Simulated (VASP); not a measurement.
Here is a VASP 6.6.1 calculation.

Contents of POSCAR:

```
Cd
1.0
    2.9790740465      0.0000000000      0.0000000000
   -1.4895370232      2.5799538040      0.0000000000
    0.0000000000      0.0000000000     22.0121000000
Cd
5
Direct
    0.0000000000      0.0000000000      0.2498632881
    0.3333333333      0.6666666667      0.3763272286
    0.0000000000      0.0000000000      0.4999995686
    0.3333333333      0.6666666667      0.6236726935
    0.0000000000      0.0000000000      0.7501367119
```

The input INCAR.step1:

```
SYSTEM = Cd
ALGO = Normal
DIPOL = 0.5 0.5 0.500
EDIFF = 1E-4
ENCUT = 520
GGA = PE
IDIPOL = 3
ISMEAR = -1
LASPH = .TRUE.
LCHARG = .FALSE.
LDIPOL = .TRUE.
LREAL = .FALSE.
LWAVE = .TRUE.
NBANDS = 38
NELM = 80
PREC = Accurate
SIGMA = 0.1
```

INCAR.step2

```
SYSTEM = Cd
ALGO = Normal
DIPOL = 0.5 0.5 0.500
EDIFF = 1E-6
ENCUT = 520
IDIPOL = 3
ISIF = 2
ISMEAR = -1
ISTART = 1
LASPH = .TRUE.
LCHARG = .TRUE.
LDIPOL = .TRUE.
LELF = .TRUE.
LMIXTAU = .TRUE.
LREAL = .FALSE.
LVACPOTAV = .TRUE.
LVHAR = .TRUE.
LWAVE = .FALSE.
METAGGA = R2SCAN
NBANDS = 38
NELM = 80
PREC = Accurate
SIGMA = 0.1
```

KPOINTS

```
k-points
0
G
  16 16 1
  0 0 0
```

Potentials or basis: VASP PAW PBE potentials, release 64 (Cd).

Launch:

```bash
$ cat potpaw_PBE.64/Cd/POTCAR > POTCAR
$ cp INCAR.step1 INCAR
$ mpirun -np 1 vasp_std > vasp.out
$ cp INCAR.step2 INCAR
$ mpirun -np 1 vasp_std > vasp.out
```

Task: Predict the band gap on the k mesh.

Result: Zero (bands 30 and 31 overlap by 3.34 eV).

Task: Predict the largest force.

Result: 0.016 eV/Å.

Forces on the atoms (eV/Å):
```
Cd   0.000  0.000 -0.016
Cd   0.000  0.000 -0.003
Cd   0.000  0.000  0.000
Cd   0.000  0.000  0.003
Cd   0.000  0.000  0.016
```

Caveat: the PAW data sets were made with another functional, which shifts forces and pressure a little.
